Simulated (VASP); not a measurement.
# Fe (P6_3/mmc) in VASP: a series of runs, part 2 of 2

VASP 6.6.1. The steps go on from the part before.

## Step 6: Single point, b88 exchange, pbe correlation, collinear spin, ferromagnetic start

This run uses another cell than the first one, of 10.25 Å³/atom.

File INCAR:

```
SYSTEM = Fe
ALGO = Normal
EDIFF = 1E-6
ENCUT = 600
GGA = LIBXC
GGA_COMPAT = .FALSE.
ISIF = 2
ISMEAR = -1
ISPIN = 2
LASPH = .TRUE.
LCHARG = .TRUE.
LELF = .TRUE.
LIBXC1 = GGA_X_B88
LIBXC2 = GGA_C_PBE
LMAXMIX = 4
LORBIT = 11
LREAL = .FALSE.
LVHAR = .TRUE.
LWAVE = .FALSE.
MAGMOM = 3 3
NBANDS = 19
NELM = 200
PREC = Accurate
SIGMA = 0.05
```

File KPOINTS:

```
k-points
0
G
  12 12 7
  0 0 0
```

File POSCAR:

```
Fe
1.0
    2.4661896479      0.0000000000      0.0000000000
   -1.2330948240      2.1357828857      0.0000000000
    0.0000000000      0.0000000000      3.8924920371
Fe
2
Direct
    0.6666666667      0.3333333333      0.7500000000
    0.3333333333      0.6666666667      0.2500000000
```

Potentials or basis: VASP PAW PBE potentials, release 64 (Fe).

Command:

```
$ cat potpaw_PBE.64/Fe/POTCAR > POTCAR
$ mpirun -np 1 vasp_std > vasp.out
```

OUTCAR:

```text
SYSTEM = Fe
   EDIFF = 1E-6
   ENCUT = 600
   GGA = LIBXC
   ISIF = 2
   ISMEAR = -1
   ISPIN = 2
   LASPH = .TRUE.
   LORBIT = 11
   LREAL = .FALSE.
   NELM = 200
   PREC = Accurate

 ion  position               nearest neighbor table
   1  0.667  0.333  0.750-   2 2.41   2 2.41   2 2.41   2 2.41   2 2.41   2 2.41
   2  0.333  0.667  0.250-   1 2.41   1 2.41   1 2.41   1 2.41   1 2.41   1 2.41

  LATTYP: Found a hexagonal cell.
 ALAT       =     2.4661896479
 C/A-ratio  =     1.5783425417

  Lattice vectors:

 A1 = (   2.4661896479,   0.0000000000,   0.0000000000)
 A2 = (  -1.2330948240,   2.1357828857,   0.0000000000)
 A3 = (   0.0000000000,   0.0000000000,   3.8924920371)

Analysis of symmetry for initial positions (statically):
=====================================================================
 Subroutine PRICEL returns:
 Original cell was already a primitive cell.

 Routine SETGRP: Setting up the symmetry group for a
 hexagonal supercell.

 Subroutine GETGRP returns: Found 24 space group operations
 (whereof 12 operations were pure point group operations)
 out of a pool of 24 trial point group operations.

The static configuration has the point symmetry D_3d.
 The point group associated with its full space group is D_6h.

Analysis of symmetry for dynamics (positions and initial velocities):
=====================================================================
 Subroutine PRICEL returns:
 Original cell was already a primitive cell.

 Routine SETGRP: Setting up the symmetry group for a
 hexagonal supercell.

 Subroutine GETGRP returns: Found 24 space group operations
 (whereof 12 operations were pure point group operations)
 out of a pool of 24 trial point group operations.

The dynamic configuration has the point symmetry D_3d.
 The point group associated with its full space group is D_6h.

Analysis of structural, dynamic, and magnetic symmetry:
=====================================================================
 Subroutine PRICEL returns:
 Original cell was already a primitive cell.

 Routine SETGRP: Setting up the symmetry group for a
 hexagonal supercell.

 Subroutine GETGRP returns: Found 24 space group operations
 (whereof 12 operations were pure point group operations)
 out of a pool of 24 trial point group operations.

The overall configuration has the point symmetry D_3d.
 The point group associated with its full space group is D_6h.

 Subroutine INISYM returns: Found 24 space group operations
 (whereof 12 operations are pure point group operations),
 and found     1 'primitive' translations

----------------------------------------------------------------------------------------

                                     Primitive cell

  volume of cell :      20.5027

  direct lattice vectors                    reciprocal lattice vectors
     2.466189648  0.000000000  0.000000000     0.405483820  0.234106193  0.000000000
    -1.233094824  2.135782886  0.000000000     0.000000000  0.468212386  0.000000000
     0.000000000  0.000000000  3.892492037     0.000000000  0.000000000  0.256904829

  length of vectors
     2.466189648  2.466189648  3.892492037     0.468212386  0.468212386  0.256904829

  position of ions in fractional coordinates (direct lattice)
     0.666666667  0.333333333  0.750000000
     0.333333333  0.666666667  0.250000000

[... 70 lines left out ...]
   ISPIN  =      2    spin polarized calculation?
   LNONCOLLINEAR =      F non collinear calculations
   LSORBIT =      F    spin-orbit coupling
   LASPH  =      T    aspherical Exc in radial PAW
   ENCUT  =  600.0 eV  44.10 Ry    6.64 a.u.   4.93  4.93  7.77*2*pi/ulx,y,z
   NELM   =    200;   NELMIN=  2; NELMDL= -5     # of ELM steps
   EDIFF  = 0.1E-05   stopping-criterion for ELM
   LREAL  =      F    real-space projection
   EDIFFG = 0.1E-04   stopping-criterion for IOM
   NSW    =      0    number of steps for IOM
   IBRION =     -1    ionic relax: 0-MD 1-quasi-New 2-CG
   NFREE  =      0    steps in history (QN), initial steepest desc. (CG)
   ISIF   =      2    stress and relaxation
   ISYM   =      2    0-nonsym 1-usesym 2-fastsym
   POTIM  = 0.5000    time-step for ionic-motion
   TEBEG  =    0.0;   TEEND  =   0.0 temperature during run
   PSTRESS=    0.0 pullay stress
   NELECT =      16.0000    total number of electrons
   NUPDOWN=      -1.0000    fix difference up-down
   EMIN   =  10.00;   EMAX   =-10.00  energy-range for DOS
   EFERMI =   0.00;   METHOD = LEGACY
   ISMEAR =    -1;   SIGMA  =   0.05  broadening in eV -4-tet -1-fermi 0-gaus
   EFERMI_NEDOS =   21; number of points for ismear=-14 and -15
   IALGO  =     38    algorithm
   IMIX   =      4    mixing-type and parameters
     AMIX     =   0.40;   BMIX     =  1.00
     AMIX_MAG =   1.60;   BMIX_MAG =  1.00
  volume/ion in A,a.u.               =      10.25        69.18
  Fermi-wavevector in a.u.,A,eV,Ry     =   1.507224  2.848240 30.908673  2.271723
  Thomas-Fermi vector in A             =   2.617838
   LORBIT       =     11    0 simple, 1 ext, 2 COOP (PROOUT), +10 PAW based schemes
   GGA     = LIBXC    functional components
   LHFCALC =     F    Hartree Fock is set to
   AEXX    =    0.0000 exact exchange contribution
   IVDW    =     0    specifies the selected vdW correction
   LEPSILON=     F    determine dielectric tensor
   LRPA    =     F    only Hartree local field effects (RPA)
 spin polarized calculation
  energy-cutoff  :      600.00
  volume of cell :       20.50
 maximum number of plane-waves:       699
 NGX is ok and might be reduce to    20
   NGX =  9   NGY =  9   NGZ = 15

 number of electron      15.9999996 magnetization       0.0021149

 number of electron      15.9999996 magnetization      -0.0052915

 Free energy of the ion-electron system (eV)
  ---------------------------------------------------
  ext. energy  EPLUGINS =         0.00000000
  ---------------------------------------------------
  free energy    TOTEN  =       -16.11891790 eV

  energy without entropy =      -16.09839067  energy(sigma->0) =      -16.10865429

 E-fermi :   6.8053     XC(G=0): -13.7721

 val. band max:        6.7879773881   @ k =   0.3333   0.3333   0.2857
 cond. band min:       6.8070622807   @ k =   0.3333   0.2500   0.2857
 fundamental gap:      0.0190848926
 Fermi energy:         6.8052767608

 spin component 1

 k-point     1 :       0.0000    0.0000    0.0000
  band No.  band energies     occupation
      1      -2.0620      1.00000
      2       1.9057      1.00000
      3       5.1515      1.00000
      4       5.1515      1.00000
      5       5.2901      1.00000
      6       5.6133      1.00000
[... 517 lines left out ...]
     18      30.6555      0.00000
     19      31.9305      0.00000

 [... further k-points ...]

 spin component 2

 k-point     1 :       0.0000    0.0000    0.0000
  band No.  band energies     occupation
      1      -2.0624      1.00000
      2       1.9037      1.00000
      3       5.1489      1.00000
      4       5.1489      1.00000
      5       5.2870      1.00000
      6       5.6106      1.00000
[... 517 lines left out ...]
     18      30.6550      0.00000
     19      31.9294      0.00000

 [... further k-points ...]

------------------------ aborting loop because EDIFF is reached ----------------------------------------

  FORCE on cell =-STRESS in cart. coord.  units (eV):
  Direction    XX          YY          ZZ          XY          YZ          ZX
  --------------------------------------------------------------------------------------
  -------------------------------------------------------------------------------------
  Total       -0.3714626     -0.3714626     -0.2230137      0.0000000      0.0000000      0.0000000
  in kB      -29.0278196    -29.0278196    -17.4273253      0.0000000      0.0000000      0.0000000
  external PRESSURE =     -25.1609881 kB  Pullay stress =       0.0000000 kB

 VOLUME and BASIS-vectors are now :
 -----------------------------------------------------------------------------
  energy-cutoff  :      600.00
  volume of cell :       20.50
      direct lattice vectors                 reciprocal lattice vectors
     2.466189648  0.000000000  0.000000000     0.405483820  0.234106193  0.000000000
    -1.233094824  2.135782886  0.000000000     0.000000000  0.468212386  0.000000000
     0.000000000  0.000000000  3.892492037     0.000000000  0.000000000  0.256904829

 POSITION                                       TOTAL-FORCE (eV/Angst)
 -----------------------------------------------------------------------------------
      1.23309      0.71193      2.91937        -0.000000      0.000000      0.000000
     -0.00000      1.42386      0.97312         0.000000     -0.000000      0.000000
 -----------------------------------------------------------------------------------
    total drift:                                0.000000     -0.000000     -0.000000

  FREE ENERGIE OF THE ION-ELECTRON SYSTEM (eV)
  ---------------------------------------------------
  free  energy   TOTEN  =       -16.1189179045 eV

  energy  without entropy=      -16.0983906666  energy(sigma->0) =      -16.10865429

 total charge

# of ion       s       p       d       tot
------------------------------------------
    1        0.532   0.625   6.345   7.503
    2        0.532   0.625   6.345   7.503
--------------------------------------------------
tot          1.064   1.251  12.690  15.005

 magnetization (x)

# of ion       s       p       d       tot
------------------------------------------
    1        0.000   0.000  -0.002  -0.002
    2        0.000   0.000  -0.002  -0.002
--------------------------------------------------
tot          0.000   0.000  -0.003  -0.003
```

Run time: 28 s. Hardware: 1 thread of Intel Xeon 6975P-C (Granite Rapids), shared host; peak memory 0.18 GiB.

What came out:

| Item | Value |
| --- | --- |
| Free energy | -16.1189 eV |
| Pressure | -2.5 GPa |
| Band gap on the k mesh | zero (filled and empty bands overlap) |
| Net moment | -0.01 μB per cell |
| Valence electrons inside the program's atomic spheres | Fe 7.50 |

Stress tensor (GPa, compression positive):
```
-2.90  0.00  0.00
 0.00 -2.90  0.00
 0.00  0.00 -1.74
```

Levels at points of the mesh, in eV from the Fermi level:
Spin up:
```csv
k point,band 5,band 6,band 7,band 8,band 9,band 10,band 11,band 12
"(0.00, 0.00, 0.00)",-1.52,-1.19,-1.19,-0.86,-0.86,0.59,0.68,0.68
"(0.50, 0.00, 0.00)",-1.96,-1.52,-1.06,0.78,1.01,1.05,2.65,4.78
```
Spin down:
```tsv
k point	band 4	band 5	band 6	band 7	band 8	band 9	band 10	band 11	band 12	band 13
(0.00, 0.00, 0.00)	-1.66	-1.52	-1.19	-1.19	-0.87	-0.87	0.58	0.68	0.68	8.72
(0.50, 0.00, 0.00)	-2.04	-1.96	-1.52	-1.07	0.78	1.00	1.05	2.65	4.78	11.23
```

Caveat: the PAW data sets were made with another functional, which shifts forces and pressure a little.
